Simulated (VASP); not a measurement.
Write the native input for VASP 6.6.1 that does the following.

* Task: single point
* Functional: PBE
* Potentials or basis: VASP PAW PBE potentials, release 64 (Cd, O)
* Cutoff: 520 eV
* k mesh: 12 × 12 × 12
* Occupations: gaussian, width 0.1 eV
* Spin: no spin polarisation
* Dipole correction: no
* Further INCAR settings: ALGO = Normal; EDIFF = 1e-07; NBANDS = 29

The structure of Cd3O lies in POSCAR:

```
Cd3O
1.0
    4.1905828086      0.0000000000      0.0000000000
    0.0000000000      4.1905828086      0.0000000000
    0.0000000000      0.0000000000      4.1905828086
Cd O
3 1
Direct
    0.0000000000      0.5000000000      0.5000000000
    0.5000000000      0.0000000000      0.5000000000
    0.5000000000      0.5000000000      0.0000000000
    0.0000000000      0.0000000000      0.0000000000
```

The input as run:

INCAR

```
ALGO = Normal ; EDIFF = 1E-7
ENCUT = 520 ; GGA = PE
ISIF = 2 ; ISMEAR = 0
LASPH = True ; LCHARG = False
LREAL = False ; LWAVE = False
NBANDS = 29 ; NELM = 100
PREC = Accurate ; SIGMA = 0.1
```

KPOINTS

```
k-points
0
Gamma
  12 12 12
```

Potentials or basis: VASP PAW PBE potentials, release 64 (Cd, O).

The run is started by

```console
$ cat potpaw_PBE.64/Cd/POTCAR potpaw_PBE.64/O/POTCAR > POTCAR
$ mpirun -np 1 vasp_std > vasp.out
```

It gave:

```
Pressure               : 0.4 GPa
Band gap on the k mesh : zero (bands 21 and 22 overlap by 2.72 eV)
```

Wall time 58 s on 1 thread of Intel(R) Xeon(R) 6975P-C (Granite Rapids), with other jobs on the host, peak memory 0.26 GiB.
